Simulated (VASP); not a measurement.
# Ni (Im-3m) in VASP: a series of runs

Ni is run at these levels: r2SCAN+D4; tasks: single point, relaxation of cell and atoms.

Program: VASP 6.6.1. These are calculated values, not measurements. Logs are shortened: lines on timing, memory, paths and dates and some standing lists are left out, and cuts for length are marked.

## Step 1: The cell of the first run

It takes space group Im-3m (No. 229, cubic). The conventional cell has a = 2.755 Å, b = 2.755 Å, c = 2.755 Å, α = 90.00°, β = 90.00°, γ = 90.00°. Ni (site symmetry m-3m) has 14 Ni at 2.39 to 2.75 Å within 3.2 Å.

## Step 2: Single point, r2SCAN+D4, collinear spin, ferromagnetic start

Contents of POSCAR:

```
Ni
1.0
    1.3774336202      1.3774336202      1.3774336202
   -1.3774336202      1.3774336202      1.3774336202
   -1.3774336202     -1.3774336202      1.3774336202
Ni
1
Direct
    0.0000000000      0.0000000000      0.0000000000
```

Contents of INCAR.step1:

```
PREC = Accurate
ENCUT = 520
ISMEAR = -1
SIGMA = 0.05
LREAL = False
LASPH = True
NELM = 150
ISPIN = 2
MAGMOM = 1.5
LMAXMIX = 4
NBANDS = 15
GGA = PE
ALGO = Normal
EDIFF = 1E-4
LWAVE = True
LCHARG = False
```

Contents of INCAR.step2:

```
PREC = Accurate
ENCUT = 520
EDIFF = 1E-6
ISMEAR = -1
SIGMA = 0.05
LREAL = False
LASPH = True
NELM = 150
ALGO = Normal
ISIF = 2
LWAVE = False
LCHARG = False
ISPIN = 2
MAGMOM = 1.5
LORBIT = 11
LMAXMIX = 4
METAGGA = R2SCAN
LMIXTAU = True
IVDW = 13
VDW_S6 = 1.0
VDW_S8 = 0.6018749
VDW_A1 = 0.51559235
VDW_A2 = 5.77342911
NBANDS = 15
ISTART = 1
```

Contents of KPOINTS:

```
Automatic mesh
0
Gamma
  9 9 9
```

Potentials or basis: VASP PAW PBE potentials, release 64 (Ni).

Run with:

```bash
cat potpaw_PBE.64/Ni/POTCAR > POTCAR
cp INCAR.step1 INCAR
mpirun -np 1 vasp_std > vasp.out
cp INCAR.step2 INCAR
mpirun -np 1 vasp_std > vasp.out
```

OUTCAR:

```text
PREC = Accurate
   ENCUT = 520
   EDIFF = 1E-6
   ISMEAR = -1
   LREAL = False
   LASPH = True
   NELM = 150
   ISIF = 2
   ISPIN = 2
   LORBIT = 11
   METAGGA = R2SCAN
   IVDW = 13
   ISTART = 1

 ion  position               nearest neighbor table
   1  0.000  0.000  0.000-

  LATTYP: Found a body centered cubic cell.
 ALAT       =     2.7548672404

  Lattice vectors:

 A1 = (   1.3774336202,  -1.3774336202,  -1.3774336202)
 A2 = (   1.3774336202,   1.3774336202,   1.3774336202)
 A3 = (  -1.3774336202,  -1.3774336202,   1.3774336202)

Analysis of symmetry for initial positions (statically):
=====================================================================
 Subroutine PRICEL returns:
 Original cell was already a primitive cell.

 Routine SETGRP: Setting up the symmetry group for a
 body centered cubic supercell.

 Subroutine GETGRP returns: Found 48 space group operations
 (whereof 48 operations were pure point group operations)
 out of a pool of 48 trial point group operations.

The static configuration has the point symmetry O_h .

Analysis of symmetry for dynamics (positions and initial velocities):
=====================================================================
 Subroutine PRICEL returns:
 Original cell was already a primitive cell.

 Routine SETGRP: Setting up the symmetry group for a
 body centered cubic supercell.

 Subroutine GETGRP returns: Found 48 space group operations
 (whereof 48 operations were pure point group operations)
 out of a pool of 48 trial point group operations.

The dynamic configuration has the point symmetry O_h .

Analysis of structural, dynamic, and magnetic symmetry:
=====================================================================
 Subroutine PRICEL returns:
 Original cell was already a primitive cell.

 Routine SETGRP: Setting up the symmetry group for a
 body centered cubic supercell.

 Subroutine GETGRP returns: Found 48 space group operations
 (whereof 48 operations were pure point group operations)
 out of a pool of 48 trial point group operations.

The overall configuration has the point symmetry O_h .

 Subroutine INISYM returns: Found 48 space group operations
 (whereof 48 operations are pure point group operations),
 and found     1 'primitive' translations

----------------------------------------------------------------------------------------

                                     Primitive cell

  volume of cell :      10.4537

  direct lattice vectors                    reciprocal lattice vectors
     1.377433620  1.377433620  1.377433620     0.362993899  0.000000000  0.362993899
    -1.377433620  1.377433620  1.377433620    -0.362993899  0.362993899  0.000000000
    -1.377433620 -1.377433620  1.377433620     0.000000000 -0.362993899  0.362993899

  length of vectors
     2.385785014  2.385785014  2.385785014     0.513350895  0.513350895  0.513350895

  position of ions in fractional coordinates (direct lattice)
     0.000000000  0.000000000  0.000000000

  ion indices of the primitive-cell ions
   primitive index   ion index
                 1           1

----------------------------------------------------------------------------------------

 KPOINTS: Automatic mesh

Automatic generation of k-mesh.
 Grid dimensions read from file:
 generate k-points for:    9    9    9

 Generating k-lattice:

  Cartesian coordinates                     Fractional coordinates (reciprocal lattice)
     0.040332655  0.000000000  0.040332655     0.111111111  0.000000000  0.000000000
    -0.040332655  0.040332655  0.000000000     0.000000000  0.111111111  0.000000000
     0.000000000 -0.040332655  0.040332655     0.000000000  0.000000000  0.111111111

  Length of vectors
     0.057038988  0.057038988  0.057038988

  Shift w.r.t. Gamma in fractional coordinates (k-lattice)
     0.000000000  0.000000000  0.000000000

 Subroutine IBZKPT returns following result:
 ===========================================

 Found     35 irreducible k-points:

 Following reciprocal coordinates:
            Coordinates               Weight
  0.000000  0.000000  0.000000      1.000000
  0.111111  0.000000  0.000000     12.000000
  0.222222  0.000000  0.000000     12.000000
  0.333333  0.000000  0.000000     12.000000
  0.444444  0.000000  0.000000     12.000000
  0.222222  0.111111  0.000000     24.000000
[... 16 lines left out ...]
  0.111111 -0.444444  0.111111     24.000000
  0.222222 -0.444444  0.111111     24.000000
 [... further k-points ...]
   k-points           NKPTS =     35   k-points in BZ     NKDIM =     35   number of bands    NBANDS=     15
   number of dos      NEDOS =    301   number of ions     NIONS =      1
   total plane-waves  NPLWV =   5832
   dimension x,y,z NGX =    18 NGY =   18 NGZ =   18
   dimension x,y,z NGXF=    36 NGYF=   36 NGZF=   36
   ions per type =               1
   NGX,Y,Z   is equivalent  to a cutoff of  12.54, 12.54, 12.54 a.u.
   NGXF,Y,Z  is equivalent  to a cutoff of  25.09, 25.09, 25.09 a.u.
 SYSTEM =  unknown system
   PREC   = accura    normal or accurate (medium, high low for compatibility)
   ISTART =      1    job   : 0-new  1-cont  2-samecut
   ICHARG =      0    charge: 1-file 2-atom 10-const
   ISPIN  =      2    spin polarized calculation?
   LNONCOLLINEAR =      F non collinear calculations
   LSORBIT =      F    spin-orbit coupling
   LASPH  =      T    aspherical Exc in radial PAW
   ENCUT  =  520.0 eV  38.22 Ry    6.18 a.u.   4.44  4.44  4.44*2*pi/ulx,y,z
   NELM   =    150;   NELMIN=  2; NELMDL=  0     # of ELM steps
   EDIFF  = 0.1E-05   stopping-criterion for ELM
   LREAL  =      F    real-space projection
[... 7 lines left out ...]
   TEBEG  =    0.0;   TEEND  =   0.0 temperature during run
   PSTRESS=    0.0 pullay stress
   NELECT =      10.0000    total number of electrons
   NUPDOWN=      -1.0000    fix difference up-down
   EMIN   =  10.00;   EMAX   =-10.00  energy-range for DOS
   EFERMI =   0.00;   METHOD = LEGACY
   ISMEAR =    -1;   SIGMA  =   0.05  broadening in eV -4-tet -1-fermi 0-gaus
   EFERMI_NEDOS =   21; number of points for ismear=-14 and -15
   IALGO  =     38    algorithm
   IMIX   =      4    mixing-type and parameters
     AMIX     =   0.40;   BMIX     =  1.00
     AMIX_MAG =   1.60;   BMIX_MAG =  1.00
  volume/ion in A,a.u.               =      10.45        70.55
  Fermi-wavevector in a.u.,A,eV,Ry     =   1.613061  3.048244 35.401899  2.601966
  Thomas-Fermi vector in A             =   2.708191
   LORBIT       =     11    0 simple, 1 ext, 2 COOP (PROOUT), +10 PAW based schemes
   METAGGA = R2SCAN    functional components
   LHFCALC =     F    Hartree Fock is set to
   AEXX    =    0.0000 exact exchange contribution
   IVDW    =    13    specifies the selected vdW correction
   LEPSILON=     F    determine dielectric tensor
   LRPA    =     F    only Hartree local field effects (RPA)
 spin polarized calculation
  energy-cutoff  :      520.00
  volume of cell :       10.45
 maximum number of plane-waves:       321
 NGX is ok and might be reduce to    18
   NGX =  9   NGY =  9   NGZ =  9

 number of electron      10.0000010 magnetization       0.5844649

 Free energy of the ion-electron system (eV)
  ---------------------------------------------------
  ext. energy  EPLUGINS =         0.00000000
  ---------------------------------------------------
  free energy    TOTEN  =       -11.83056952 eV

  energy without entropy =      -11.82201906  energy(sigma->0) =      -11.82629429

 E-fermi :   9.6789     XC(G=0): -14.6393

 val. band max:        9.5681940405   @ k =  -0.4444   0.2222  -0.0000
 cond. band min:       9.6944374649   @ k =   0.3333   0.2222   0.2222
 fundamental gap:      0.1262434244
 Fermi energy:         9.6788752754

 spin component 1

 k-point     1 :       0.0000    0.0000    0.0000
  band No.  band energies     occupation
      1       0.1835      1.00000
      2       6.9684      1.00000
      3       6.9686      1.00000
      4       6.9686      1.00000
      5       8.5244      1.00000
      6       8.5244      1.00000
      7      37.5950      0.00000
      8      37.5952      0.00000
      9      37.5952      0.00000
     10      42.9043      0.00000
     11      42.9043      0.00000
     12      44.5585      0.00000
     13      44.5588      0.00000
     14      44.5588      0.00000
     15      44.6927      0.00000
[... 397 lines left out ...]
 k-point    24 :       0.2222   -0.4444    0.1111
  band No.  band energies     occupation
      1       5.5989      1.00000
      2       6.0321      1.00000
      3       6.3424      1.00000
      4       8.5669      1.00000
      5       8.6894      1.00000
      6      12.3975      0.00000
      7      20.7300      0.00000
      8      21.7102      0.00000
      9      25.5291      0.00000
     10      43.9679      0.00000
     11      47.0757      0.00000
     12      50.1766      0.00000
     13      51.0080      0.00000
     14      52.9961      0.00000
     15      54.6165      0.00000

 [... further k-points ...]

 spin component 2

 k-point     1 :       0.0000    0.0000    0.0000
  band No.  band energies     occupation
      1       0.0017      1.00000
      2       8.0290      1.00000
      3       8.0290      1.00000
      4       8.0292      1.00000
      5       9.1219      0.99999
      6       9.1219      0.99999
      7      37.5568      0.00000
      8      37.5568      0.00000
      9      37.5569      0.00000
     10      42.8878      0.00000
     11      42.8878      0.00000
     12      44.9245      0.00000
     13      44.9245      0.00000
     14      44.9245      0.00000
     15      45.0230      0.00000
[... 397 lines left out ...]
 k-point    24 :       0.2222   -0.4444    0.1111
  band No.  band energies     occupation
      1       6.1560      1.00000
      2       6.7843      1.00000
      3       7.0339      1.00000
      4       9.2606      0.99977
      5       9.3357      0.99896
      6      13.0514      0.00000
      7      20.9513      0.00000
      8      21.9347      0.00000
      9      25.7069      0.00000
     10      44.0373      0.00000
     11      47.2376      0.00000
     12      50.3674      0.00000
     13      51.5035      0.00000
     14      54.8269      0.00000
     15      54.8585      0.00000

 [... further k-points ...]

------------------------ aborting loop because EDIFF is reached ----------------------------------------

  DFT-D4 for vdW energy calculation

  Edisp (eV):   -0.16170

  FORCE on cell =-STRESS in cart. coord.  units (eV):
  Direction    XX          YY          ZZ          XY          YZ          ZX
  --------------------------------------------------------------------------------------
  -------------------------------------------------------------------------------------
  Total       0.02781     0.02781     0.02781     0.00000     0.00000    -0.00000
  in kB       4.26163     4.26163     4.26163     0.00000     0.00000    -0.00000
  external pressure =        4.26 kB  Pullay stress =        0.00 kB

 VOLUME and BASIS-vectors are now :
 -----------------------------------------------------------------------------
  energy-cutoff  :      520.00
  volume of cell :       10.45
      direct lattice vectors                 reciprocal lattice vectors
     1.377433620  1.377433620  1.377433620     0.362993899  0.000000000  0.362993899
    -1.377433620  1.377433620  1.377433620    -0.362993899  0.362993899  0.000000000
    -1.377433620 -1.377433620  1.377433620     0.000000000 -0.362993899  0.362993899

 POSITION                                       TOTAL-FORCE (eV/Angst)
 -----------------------------------------------------------------------------------
      0.00000      0.00000      0.00000         0.000000     -0.000000     -0.000000
 -----------------------------------------------------------------------------------
    total drift:                                0.000000      0.000000      0.000000

  FREE ENERGIE OF THE ION-ELECTRON SYSTEM (eV)
  ---------------------------------------------------
  free  energy   TOTEN  =       -11.9922666974 eV

  energy  without entropy=      -11.9837162312  energy(sigma->0) =      -11.98799146

 total charge

# of ion       s       p       d       tot
------------------------------------------
    1        0.521   0.542   8.361   9.424

 magnetization (x)

# of ion       s       p       d       tot
------------------------------------------
    1       -0.008  -0.031   0.638   0.599
```

Run time: 26 s. Hardware: 1 thread of Intel Xeon 6975P-C (Granite Rapids), shared host; peak memory 0.12 GiB.

What came out:

| Quantity | Value |
| --- | --- |
| Free energy | -11.9923 eV |
| Pressure | 0.4 GPa |
| Net moment | 0.58 μB per cell |
| Site moments | Ni +0.60 μB |
| Valence electrons inside the program's atomic spheres | Ni 9.42 |
| Dispersion energy per atom | -0.162 eV |

Caveat: the PAW data sets were made with another functional, which shifts forces and pressure a little; pairwise dispersion overbinds metals, which lowers pressure and volume.

## Step 3: Relaxation of cell and atoms, r2SCAN+D4, collinear spin, ferromagnetic start

This run uses another cell than the first one, of 10.98 Å³/atom, 1.050 times its volume.

Contents of POSCAR:

```
Ni
1.0
    1.4000000000      1.4000000000      1.4000000000
   -1.4000000000      1.4000000000      1.4000000000
   -1.4000000000     -1.4000000000      1.4000000000
Ni
1
Direct
    0.0000000000      0.0000000000      0.0000000000
```

Contents of INCAR.step1:

```
SYSTEM = Ni
PREC = Accurate ; ENCUT = 600
ISMEAR = -1 ; SIGMA = 0.05
LREAL = .False. ; LASPH = .True.
NELM = 150 ; ISPIN = 2
MAGMOM = 1.5 ; LMAXMIX = 4
GGA = PE ; ALGO = Normal
EDIFF = 1E-4 ; LWAVE = .True.
LCHARG = .False.
```

Contents of INCAR.step2:

```
SYSTEM = Ni
PREC = Accurate ; ENCUT = 600
EDIFF = 1E-6 ; ISMEAR = -1
SIGMA = 0.05 ; LREAL = .False.
LASPH = .True. ; NELM = 150
ALGO = Normal ; ISIF = 3
LWAVE = .False. ; LCHARG = .False.
ISPIN = 2 ; MAGMOM = 1.5
LORBIT = 11 ; LMAXMIX = 4
METAGGA = R2SCAN ; LMIXTAU = .True.
IVDW = 13 ; VDW_S6 = 1.0
VDW_S8 = 0.6018749 ; VDW_A1 = 0.51559235
VDW_A2 = 5.77342911 ; IBRION = 2
NSW = 80 ; EDIFFG = -0.02
ISTART = 1
```

Contents of KPOINTS:

```
regular mesh
0
Gamma
  9 9 9
  0 0 0
```

Potentials or basis: VASP PAW PBE potentials, release 64 (Ni).

Run with:

```bash
cat potpaw_PBE.64/Ni/POTCAR > POTCAR
cp INCAR.step1 INCAR
mpirun -np 1 vasp_std > vasp.out
cp INCAR.step2 INCAR
mpirun -np 1 vasp_std > vasp.out
```

It took 60 s on 1 thread of Intel Xeon 6975P-C (Granite Rapids), shared host; peak memory 0.14 GiB.

The run converged. Its results:

```
Free energy                                           : -11.9932 eV
Relaxed volume                                        : 10.47 Å³/atom
Relaxed cell                                          : a = 2.387 Å, b = 2.387 Å, c = 2.387 Å, α = 70.53°, β = 109.47°, γ = 70.53°
Space group after relaxing (to 0.05 Å)                : Im-3m (No. 229)
Energy gained by relaxing                             : 15.9 meV/atom
Ionic steps                                           : 3
Pressure after relaxing                               : -0.3 GPa
Net moment                                            : 0.58 μB per cell
Site moments                                          : Ni +0.60 μB
Valence electrons inside the program's atomic spheres : Ni 9.42
Dispersion energy per atom                            : -0.162 eV
```

The path:
```
step  energy change (eV)  largest force (eV/Å)  pressure (GPa)  volume (Å³)
   1              0.0000                0.0000           -9.50        10.98
   2              0.0019                0.0000           12.34         9.97
   3             -0.0159                0.0000           -0.28        10.47
```

Final structure:
```yaml
crystal:
  lattice:
    - [1.37803, 1.37803, 1.37803]
    - [-1.37803, 1.37803, 1.37803]
    - [-1.37803, -1.37803, 1.37803]
  atoms:
    - { symbol: Ni, position: [0.00000, 0.00000, 0.00000] }
```

Levels at points of the mesh, in eV from the Fermi level:
Spin up:
```tsv
k point	band 2	band 3	band 4	band 5	band 6	band 7	band 8	band 9
(0.00, 0.00, 0.00)	-2.71	-2.71	-2.71	-1.15	-1.15	27.90	27.90	27.90
```
Spin down:
| k point | band 3 | band 4 | band 5 | band 6 | band 7 | band 8 |
| --- | --- | --- | --- | --- | --- | --- |
| (0.00, 0.00, 0.00) | -1.65 | -1.65 | -0.56 | -0.56 | 27.86 | 27.86 |

Caveat: the PAW data sets were made with another functional, which shifts forces and pressure a little; pairwise dispersion overbinds metals, which lowers pressure and volume.
